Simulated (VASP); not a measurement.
A run of VASP 6.6.1 is set up as follows.

File INCAR:

```
SYSTEM = NaI
ALGO = Normal ; EDIFF = 1E-7
EDIFFG = -0.005 ; ENCUT = 600
GGA = PE ; IBRION = 2
ISIF = 3 ; ISMEAR = -1
LASPH = .TRUE. ; LCHARG = .FALSE.
LREAL = .FALSE. ; LWAVE = .FALSE.
NELM = 60 ; NSW = 100
PREC = Accurate ; SIGMA = 0.05
```

KPOINTS

```
k-points
0
G
  10 10 10
  0 0 0
```

Contents of POSCAR:

```
NaI
1.0
    0.0000000000      3.2195088072      3.2195088072
    3.2195088072      0.0000000000      3.2195088072
    3.2195088072      3.2195088072      0.0000000000
Na I
1 1
Direct
    0.0000000000      0.0000000000      0.0000000000
    0.2500000000      0.2500000000      0.2500000000
```

Potentials or basis: VASP PAW PBE potentials, release 64 (Na_pv, I).

The run is started by

```bash
$ cat potpaw_PBE.64/Na_pv/POTCAR potpaw_PBE.64/I/POTCAR > POTCAR
$ mpirun -np 1 vasp_std > vasp.out
```

Question: Predict the space group after relaxing (to 0.05 Å).

Answer: F-43m (No. 216).

Question: What does it give for the band gap on the k mesh?

Answer: 3.77 eV, direct.

Question: Estimate the relaxed volume.

Answer: 45.96 Å³/atom.

The path:
| step | energy change (eV) | largest force (eV/Å) | pressure (GPa) | volume (Å³) |
| --- | --- | --- | --- | --- |
| 1 | 0.0000 | 0.0000 | 7.08 | 66.74 |
| 2 | -0.3707 | 0.0000 | 1.58 | 82.03 |
| 3 | -0.4097 | 0.0000 | 0.46 | 88.37 |
| 4 | -0.4145 | 0.0000 | 0.06 | 91.38 |
| 5 | -0.4146 | 0.0000 | -0.01 | 91.93 |

Caveat: the volume moved by over 15 % at a fixed basis, so the end points are rough; spin-orbit coupling is left out, which moves the levels of the heavy elements. Expect the measured gap to be larger: semilocal functionals such as PBE lack the derivative discontinuity.
